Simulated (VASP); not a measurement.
Runs of VASP 6.6.1 on MgO. The structure is that of space group P6_3mc (No. 186), or close to it. The cells are those of the table. 

```csv
level,cell,k mesh,gap on the mesh (eV),pressure (GPa),largest force (eV/Å)
PBE,"a = 3.314, b = 3.314, c = 5.124 Å, angles 90.0, 90.0, 120.0°, 4 atoms",9 × 9 × 4,3.40,-0.4,-
r2SCAN,"a = 3.255, b = 3.255, c = 4.984 Å, angles 90.0, 90.0, 120.0°, 4 atoms",9 × 9 × 4,(b),3.6,0.03
r2SCAN,"a = 3.321, b = 3.321, c = 5.084 Å, angles 90.0, 90.0, 120.0°, 4 atoms",9 × 9 × 4,4.04,-4.1,0.03
r2SCAN,"a = 3.221, b = 3.221, c = 4.932 Å, angles 90.0, 90.0, 120.0°, 4 atoms",9 × 9 × 4,4.58,8.5,0.06
PBE,"a = 3.246, b = 3.246, c = 5.020 Å, angles 90.0, 90.0, 120.0°, 4 atoms",9 × 9 × 4,3.74,7.7,(a)
r2SCAN,"a = 3.288, b = 3.288, c = 5.034 Å, angles 90.0, 90.0, 120.0°, 4 atoms",12 × 12 × 6,4.21,-0.6,-
r2SCAN,"a = 3.353, b = 3.353, c = 5.133 Å, angles 90.0, 90.0, 120.0°, 4 atoms",9 × 9 × 4,3.88,-7.2,0.05
r2SCAN,"a = 3.288, b = 3.288, c = 5.034 Å, angles 90.0, 90.0, 120.0°, 4 atoms",9 × 9 × 4,4.21,-0.5,-
PBE,"a = 3.347, b = 3.347, c = 5.175 Å, angles 90.0, 90.0, 120.0°, 4 atoms",9 × 9 × 4,3.24,-3.6,0.02
PBE,"a = 3.379, b = 3.379, c = 5.225 Å, angles 90.0, 90.0, 120.0°, 4 atoms",9 × 9 × 4,3.09,-6.4,0.03
PBE,"a = 3.288, b = 3.288, c = 5.034 Å, angles 90.0, 90.0, 120.0°, 4 atoms",12 × 12 × 6,3.54,3.5,0.02
PBE,"a = 3.280, b = 3.280, c = 5.072 Å, angles 90.0, 90.0, 120.0°, 4 atoms",9 × 9 × 4,3.56,3.3,0.02
```

Alike in all rows: task single point; potentials or basis VASP PAW PBE potentials, release 64 (Mg, O); no spin polarisation; cutoff (eV) 520; smearing gaussian 0.01 eV.

Fill in the values left out.

(a) 0.04; (b) 4.39.

Caveats: the PAW data sets were made with another functional, which shifts forces and pressure a little (some runs).

A k mesh can miss the band edges.
